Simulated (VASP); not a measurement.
Input of a VASP 6.6.1 run:

File INCAR:

```
PREC     = Accurate       # precision mode
ENCUT    = 520            # plane-wave cutoff, eV
EDIFF    = 1E-6           # SCF threshold, eV
ISMEAR   = -1             # smearing method
SIGMA    = 0.1            # smearing width, eV
LREAL    = F              # projectors in reciprocal space
LASPH    = T              # aspherical terms in the spheres
NELM     = 80             # most SCF steps
ALGO     = Normal         # electronic algorithm
ISIF     = 2              # what is computed and relaxed
LWAVE    = F              # write WAVECAR
LCHARG   = T              # write CHGCAR
GGA      = RE             # functional
LELF     = T              # ELF
LVHAR    = T            
NBANDS   = 32             # bands
```

File KPOINTS:

```
regular mesh
0
Gamma
  8 8 8
```

The input POSCAR:

```
Lu
1.0
    0.0000000000      3.7605886698      3.7605886698
    3.7605886698      0.0000000000      3.7605886698
    3.7605886698      3.7605886698      0.0000000000
Lu
2
Direct
    0.1250000000      0.1250000000      0.1250000000
    0.8750000000      0.8750000000      0.8750000000
```

Potentials or basis: VASP PAW PBE potentials, release 64 (Lu).

Run with:

```bash
$ cat potpaw_PBE.64/Lu/POTCAR > POTCAR
$ mpirun -np 1 vasp_std > vasp.out
```

(1) Predict the pressure.

(2) Predict the band gap on the k mesh.

Results:

(1) 0.1 GPa.

(2) zero (band 25 reaches 0.46 eV, above the bottom of band 26 at -0.48 eV).

Caveat: the PAW data sets were made with another functional, which shifts forces and pressure a little; spin-orbit coupling is left out, which moves the levels of the heavy elements.
